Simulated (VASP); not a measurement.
# GeN2 in VASP: notebook

The runs below take GeN2 through single point, with PBE.

Everything below comes from runs of VASP 6.6.1. Logs are shortened: lines on timing, memory, paths and dates and some standing lists are left out, and cuts for length are marked.

**1. The cell of the first run**

The cell holds a sheet with vacuum, 3 atoms: a = 2.979 Å, b = 2.986 Å, c = 17.000 Å, α = 90.00°, β = 90.00°, γ = 118.36°.

The cell was built from a structure type or drawn by symmetry, and may not be a known phase.

**2. Single point, PBE**

Input file INCAR:

```
PREC = Accurate ; ENCUT = 520
EDIFF = 1E-6 ; ISMEAR = 0
SIGMA = 0.1 ; LREAL = False
LASPH = True ; NELM = 80
ALGO = Normal ; ISIF = 2
LWAVE = False ; LCHARG = False
LDIPOL = True ; IDIPOL = 3
DIPOL = 0.5 0.5 0.500 ; GGA = PE
NBANDS = 19
```

Input file KPOINTS:

```
Automatic mesh
0
Gamma
  6 6 1
```

Input file POSCAR:

```
GeN2
1.0
    2.9792139800      0.0000000000      0.0000000000
   -1.4186786400      2.6279860900      0.0000000000
    0.0000000000      0.0000000000     17.0000000000
Ge N
1 2
Direct
    0.0000000000      0.0000000000      0.5000000000
    0.6417691400      0.2851402700      0.4382069200
    0.3582308600      0.7148597300      0.5617930800
```

Potentials or basis: VASP PAW PBE potentials, release 64 (Ge_d, N).

Command:

```bash
cat potpaw_PBE.64/Ge_d/POTCAR potpaw_PBE.64/N/POTCAR > POTCAR
mpirun -np 1 vasp_std > vasp.out
```

OUTCAR:

```text
PREC = Accurate
   ENCUT = 520
   EDIFF = 1E-6
   ISMEAR = 0
   LREAL = False
   LASPH = True
   NELM = 80
   ISIF = 2
   GGA = PE

 ion  position               nearest neighbor table
   1  0.000  0.000  0.500-   2 1.96   3 1.96   2 1.98   3 1.98   2 2.15   3 2.15
   2  0.642  0.285  0.438-   1 1.96   1 1.98   1 2.15
   3  0.358  0.715  0.562-   1 1.96   1 1.98   1 2.15

  LATTYP: Found a simple monoclinic cell.
 ALAT       =     2.9792139800
 B/A-ratio  =     5.7062030838
 C/A-ratio  =     1.0024331270
 COS(beta)  =    -0.4750364366

  Lattice vectors:

 A1 = (   2.9792139800,   0.0000000000,   0.0000000000)
 A2 = (   0.0000000000,   0.0000000000, -17.0000000000)
 A3 = (  -1.4186786400,   2.6279860900,   0.0000000000)

Analysis of symmetry for initial positions (statically):
=====================================================================
 Subroutine PRICEL returns:
 Original cell was already a primitive cell.

 Routine SETGRP: Setting up the symmetry group for a
 simple monoclinic supercell.

 Subroutine GETGRP returns: Found  2 space group operations
 (whereof  2 operations were pure point group operations)
 out of a pool of  4 trial point group operations.

The static configuration has the point symmetry S_2 .

Analysis of symmetry for dynamics (positions and initial velocities):
=====================================================================
 Subroutine PRICEL returns:
 Original cell was already a primitive cell.

 Routine SETGRP: Setting up the symmetry group for a
 simple monoclinic supercell.

 Subroutine GETGRP returns: Found  2 space group operations
 (whereof  2 operations were pure point group operations)
 out of a pool of  4 trial point group operations.

The dynamic configuration has the point symmetry S_2 .

 Subroutine INISYM returns: Found  2 space group operations
 (whereof  2 operations are pure point group operations),
 and found     1 'primitive' translations

----------------------------------------------------------------------------------------

                                     Primitive cell

  volume of cell :     133.0987

  direct lattice vectors                    reciprocal lattice vectors
     2.979213980  0.000000000  0.000000000     0.335659005  0.181200449  0.000000000
    -1.418678640  2.627986090  0.000000000     0.000000000  0.380519518  0.000000000
     0.000000000  0.000000000 17.000000000     0.000000000  0.000000000  0.058823529

  length of vectors
     2.979213980  2.986462786 17.000000000     0.381445370  0.380519518  0.058823529

  position of ions in fractional coordinates (direct lattice)
     0.000000000  0.000000000  0.500000000
     0.641769140  0.285140270  0.438206920
     0.358230860  0.714859730  0.561793080

  ion indices of the primitive-cell ions
   primitive index   ion index
                 1           1
                 2           2
                 3           3

----------------------------------------------------------------------------------------

 KPOINTS: Automatic mesh

Automatic generation of k-mesh.
 Grid dimensions read from file:
 generate k-points for:    6    6    1

 Generating k-lattice:

  Cartesian coordinates                     Fractional coordinates (reciprocal lattice)
     0.055943167  0.030200075  0.000000000     0.166666667  0.000000000  0.000000000
     0.000000000  0.063419920  0.000000000     0.000000000  0.166666667  0.000000000
     0.000000000  0.000000000  0.058823529     0.000000000  0.000000000  1.000000000

  Length of vectors
     0.063574228  0.063419920  0.058823529

  Shift w.r.t. Gamma in fractional coordinates (k-lattice)
     0.000000000  0.000000000  0.000000000

 Subroutine IBZKPT returns following result:
 ===========================================

 Found     20 irreducible k-points:

 Following reciprocal coordinates:
            Coordinates               Weight
  0.000000  0.000000  0.000000      1.000000
  0.166667  0.000000  0.000000      2.000000
  0.333333  0.000000  0.000000      2.000000
  0.500000  0.000000  0.000000      1.000000
  0.000000  0.166667  0.000000      2.000000
  0.166667  0.166667  0.000000      2.000000
[... 12 lines left out ...]
  0.333333  0.500000  0.000000      2.000000
  0.500000  0.500000  0.000000      1.000000
   k-points           NKPTS =     20   k-points in BZ     NKDIM =     20   number of bands    NBANDS=     19
   number of dos      NEDOS =    301   number of ions     NIONS =      3
   total plane-waves  NPLWV =  72576
   dimension x,y,z NGX =    24 NGY =   24 NGZ =  126
   dimension x,y,z NGXF=    48 NGYF=   48 NGZF=  252
   ions per type =               1   2
   NGX,Y,Z   is equivalent  to a cutoff of  13.39, 13.36, 12.32 a.u.
   NGXF,Y,Z  is equivalent  to a cutoff of  26.78, 26.72, 24.64 a.u.
 SYSTEM =  unknown system
   PREC   = accura    normal or accurate (medium, high low for compatibility)
   ISTART =      0    job   : 0-new  1-cont  2-samecut
   ICHARG =      2    charge: 1-file 2-atom 10-const
   ISPIN  =      1    spin polarized calculation?
   LNONCOLLINEAR =      F non collinear calculations
   LSORBIT =      F    spin-orbit coupling
   LASPH  =      T    aspherical Exc in radial PAW
   ENCUT  =  520.0 eV  38.22 Ry    6.18 a.u.   5.54  5.55 31.61*2*pi/ulx,y,z
   NELM   =     80;   NELMIN=  2; NELMDL= -5     # of ELM steps
   EDIFF  = 0.1E-05   stopping-criterion for ELM
   LREAL  =      F    real-space projection
   EDIFFG = 0.1E-04   stopping-criterion for IOM
   NSW    =      0    number of steps for IOM
   IBRION =     -1    ionic relax: 0-MD 1-quasi-New 2-CG
   NFREE  =      0    steps in history (QN), initial steepest desc. (CG)
   ISIF   =      2    stress and relaxation
   ISYM   =      2    0-nonsym 1-usesym 2-fastsym
   POTIM  = 0.5000    time-step for ionic-motion
   TEBEG  =    0.0;   TEEND  =   0.0 temperature during run
   PSTRESS=    0.0 pullay stress
   NELECT =      24.0000    total number of electrons
   NUPDOWN=      -1.0000    fix difference up-down
   EMIN   =  10.00;   EMAX   =-10.00  energy-range for DOS
   EFERMI =   0.00;   METHOD = LEGACY
   ISMEAR =     0;   SIGMA  =   0.10  broadening in eV -4-tet -1-fermi 0-gaus
   EFERMI_NEDOS =   21; number of points for ismear=-14 and -15
   IALGO  =     38    algorithm
   IMIX   =      4    mixing-type and parameters
     AMIX     =   0.40;   BMIX     =  1.00
     AMIX_MAG =   1.60;   BMIX_MAG =  1.00
  volume/ion in A,a.u.               =      44.37       299.40
  Fermi-wavevector in a.u.,A,eV,Ry     =   0.924884  1.747778 11.638570  0.855411
  Thomas-Fermi vector in A             =   2.050678
   LORBIT       =      0    0 simple, 1 ext, 2 COOP (PROOUT), +10 PAW based schemes
   GGA     = PE    functional components
   LHFCALC =     F    Hartree Fock is set to
   AEXX    =    0.0000 exact exchange contribution
   IVDW    =     0    specifies the selected vdW correction
   LEPSILON=     F    determine dielectric tensor
   LRPA    =     F    only Hartree local field effects (RPA)
 non-spin polarized calculation
 Gauss-broadening in eV      SIGMA  =   0.10
  energy-cutoff  :      520.00
  volume of cell :      133.10
 maximum number of plane-waves:      3622
 NGX is ok and might be reduce to    24
   NGX = 11   NGY = 11   NGZ = 63

 dipolmoment           0.000000      0.000000      0.000000 electrons x Angstroem

 number of electron      23.9999997 magnetization

 dipolmoment           0.000000      0.000000     -0.000000 electrons x Angstroem

 Free energy of the ion-electron system (eV)
  ---------------------------------------------------
  ext. energy  EPLUGINS =         0.00000000
  ---------------------------------------------------
  free energy    TOTEN  =       -16.70241005 eV

  energy without entropy =      -16.67493647  energy(sigma->0) =      -16.68867326

 E-fermi :  -4.2784     XC(G=0):  -3.5001

 val. band max:       -4.2971478833   @ k =   0.0000   0.1667   0.0000
 cond. band min:      -4.2757729343   @ k =  -0.1667   0.1667   0.0000
 fundamental gap:      0.0213749490
 Fermi energy:        -4.2784023358

 k-point     1 :       0.0000    0.0000    0.0000
  band No.  band energies     occupation
      1     -28.1879      2.00000
      2     -28.1495      2.00000
      3     -28.1235      2.00000
      4     -28.0590      2.00000
      5     -28.0429      2.00000
      6     -21.3786      2.00000
[... 11 lines left out ...]
     18       3.7489      0.00000
     19       4.5944      0.00000

 k-point     2 :       0.1667    0.0000    0.0000
  band No.  band energies     occupation
      1     -28.1914      2.00000
      2     -28.1485      2.00000
      3     -28.1051      2.00000
      4     -28.0754      2.00000
      5     -28.0394      2.00000
      6     -20.9379      2.00000
[... 11 lines left out ...]
     18       4.1644      0.00000
     19       5.3444      0.00000

 k-point     3 :       0.3333    0.0000    0.0000
  band No.  band energies     occupation
      1     -28.2503      2.00000
      2     -28.1208      2.00000
      3     -28.1097      2.00000
      4     -28.0641      2.00000
      5     -28.0102      2.00000
      6     -19.7078      2.00000
[... 11 lines left out ...]
     18       5.8781      0.00000
     19       6.9218      0.00000

 k-point     4 :       0.5000    0.0000    0.0000
  band No.  band energies     occupation
      1     -28.2836      2.00000
      2     -28.1249      2.00000
      3     -28.1107      2.00000
      4     -28.0480      2.00000
      5     -27.9862      2.00000
      6     -18.5882      2.00000
[... 319 lines left out ...]
     18       6.6930      0.00000
     19       7.5765      0.00000

 k-point    19 :       0.3333    0.5000    0.0000
  band No.  band energies     occupation
      1     -28.2493      2.00000
      2     -28.1433      2.00000
      3     -28.1134      2.00000
      4     -28.0371      2.00000
      5     -28.0154      2.00000
      6     -18.5852      2.00000
[... 11 lines left out ...]
     18       7.4006      0.00000
     19       7.5266      0.00000

 k-point    20 :       0.5000    0.5000    0.0000
  band No.  band energies     occupation
      1     -28.2837      2.00000
      2     -28.1303      2.00000
      3     -28.1168      2.00000
      4     -28.0354      2.00000
      5     -27.9868      2.00000
      6     -18.4702      2.00000
[... 11 lines left out ...]
     18       7.6337      0.00000
     19       8.0417      0.00000

------------------------ aborting loop because EDIFF is reached ----------------------------------------

 vacuum level on the upper side and lower side of the slab       (xc-potential included)        -0.157        -0.157

  FORCE on cell =-STRESS in cart. coord.  units (eV):
  Direction    XX          YY          ZZ          XY          YZ          ZX
  --------------------------------------------------------------------------------------
  -------------------------------------------------------------------------------------
  Total        1.5674908     -1.1899738     -2.6862050     -0.3517867      0.0241317      0.3593235
  in kB       18.8686968    -14.3243300    -32.3352372     -4.2346384      0.2904863      4.3253630
  external PRESSURE =      -9.2636234 kB  Pullay stress =       0.0000000 kB

 VOLUME and BASIS-vectors are now :
 -----------------------------------------------------------------------------
  energy-cutoff  :      520.00
  volume of cell :      133.10
      direct lattice vectors                 reciprocal lattice vectors
     2.979213980  0.000000000  0.000000000     0.335659005  0.181200449  0.000000000
    -1.418678640  2.627986090  0.000000000     0.000000000  0.380519518  0.000000000
     0.000000000  0.000000000 17.000000000     0.000000000  0.000000000  0.058823529

 POSITION                                       TOTAL-FORCE (eV/Angst)
 -----------------------------------------------------------------------------------
      0.00000      0.00000      8.50000         0.000000      0.000000      0.000000
      1.50745      0.74934      7.44952        -0.171110     -0.011771      1.263571
      0.05309      1.87864      9.55048         0.171110      0.011771     -1.263571
 -----------------------------------------------------------------------------------
    total drift:                               -0.000000      0.000000      0.000000

  FREE ENERGIE OF THE ION-ELECTRON SYSTEM (eV)
  ---------------------------------------------------
  free  energy   TOTEN  =       -16.7024100469 eV

  energy  without entropy=      -16.6749364686  energy(sigma->0) =      -16.68867326

 vacuum level on the upper side and lower side of the slab         2.822         2.822
```

It took 51 s on 1 thread of AMD EPYC 9R45 (Zen 5), shared host; peak memory 0.22 GiB.

Results:

| Property | Result |
| --- | --- |
| Free energy | -16.7024 eV |
| Largest force | 1.275 eV/Å |
| Band gap on the k mesh | zero (bands 12 and 13 overlap by 0.08 eV) |

Forces on the atoms (eV/Å):
```
Ge   0.000  0.000  0.000
N   -0.171 -0.012  1.264
N    0.171  0.012 -1.264
```

Levels at points of the mesh, in eV from the Fermi level:
```csv
k point,band 10,band 11,band 12,band 13,band 14,band 15
"(0.00, 0.00, 0.00)",-0.44,-0.40,-0.18,0.14,4.10,6.25
"(0.50, 0.00, 0.00)",-2.76,-1.52,-0.27,0.19,4.90,7.73
"(0.00, 0.50, 0.00)",-2.96,-1.01,-0.35,-0.08,4.11,7.96
"(0.50, 0.50, 0.00)",-3.07,-1.54,-0.45,0.11,4.66,7.29
```

Caveat: the k points lie up to 0.40 Å⁻¹ apart.

(Part 1 of 2 ends here.)
